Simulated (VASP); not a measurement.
Set up this calculation in VASP 6.6.1, as the native input.

- Task: single point
- Functional: PBEsol
- Potentials or basis: VASP PAW PBE potentials, release 64 (Nb_sv)
- Cutoff: 520 eV
- k mesh: 8 × 8 × 8
- Occupations: gaussian, width 0.1 eV
- Spin: no spin polarisation
- Dipole correction: no
- Further INCAR settings: ALGO = Normal; EDIFF = 1e-06; NBANDS = 12

The structure of Nb lies in POSCAR:

```
Nb
1.0
   -1.6377937006      1.6377937006      1.6377937006
    1.6377937006     -1.6377937006      1.6377937006
    1.6377937006      1.6377937006     -1.6377937006
Nb
1
Direct
    0.0000000000      0.0000000000      0.0000000000
```

These files were run (other wordings do the same):

INCAR

```
SYSTEM = Nb
  ALGO = Normal
  EDIFF = 1E-6
  ENCUT = 520
  GGA = PS
  ISIF = 2
  ISMEAR = 0
  LASPH = .True.
  LCHARG = .False.
  LREAL = .False.
  LWAVE = .False.
  NBANDS = 12
  NELM = 80
  PREC = Accurate
  SIGMA = 0.1
```

KPOINTS

```
k-points
0
Gamma
  8 8 8
  0 0 0
```

Potentials or basis: VASP PAW PBE potentials, release 64 (Nb_sv).

The run is started by

```sh
$ cat potpaw_PBE.64/Nb_sv/POTCAR > POTCAR
$ mpirun -np 1 vasp_std > vasp.out
```

It gave:

* Pressure: -0.3 GPa

Caveat: the PAW data sets were made with another functional, which shifts forces and pressure a little.

Run time: 3.9 s on 1 thread of Intel(R) Xeon(R) 6975P-C (Granite Rapids), with other jobs on the host, peak memory 0.13 GiB.
